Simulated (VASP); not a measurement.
TiN: single point with PBE

The system is TiN.

```
Ti N
1.0
     0.00000    2.16501    2.16501
     2.16501    0.00000    2.16501
     2.16501    2.16501    0.00000
Ti N
1 1
Direct
  0.00000 0.00000 0.00000
  0.50000 0.50000 0.50000
```

This cell differs from its parent crystal: volume scaled by 1.06.

```yaml
Program: VASP 6.6.1
Task: single point
Functional: PBE
Potentials_or_basis: VASP PAW PBE potentials, release 64 (Ti_sv, N)
Cutoff: 520 eV
k_mesh: 18 × 18 × 18
Occupations: gaussian, width 0.1 eV
Spin: no spin polarisation
```

```
Pressure : -13.9 GPa
```

Levels at points of the mesh, in eV from the Fermi level:
```tsv
k point	band 5	band 6	band 7	band 8	band 9	band 10	band 11	band 12	band 13	band 14
(0.00, 0.00, 0.00)	-16.71	-1.96	-1.96	-1.96	-0.56	-0.56	-0.56	0.52	0.52	4.74
(0.50, 0.00, 0.00)	-14.52	-7.69	-5.15	-5.15	1.52	1.52	2.13	5.26	5.26	5.78
(0.50, 0.50, 0.00)	-15.34	-5.66	-3.13	-3.13	-2.80	1.48	2.15	2.15	3.17	9.82
```

It took 49 s on 1 thread of Intel(R) Xeon(R) 6975P-C (Granite Rapids), with other jobs on the host, peak memory 0.18 GiB.
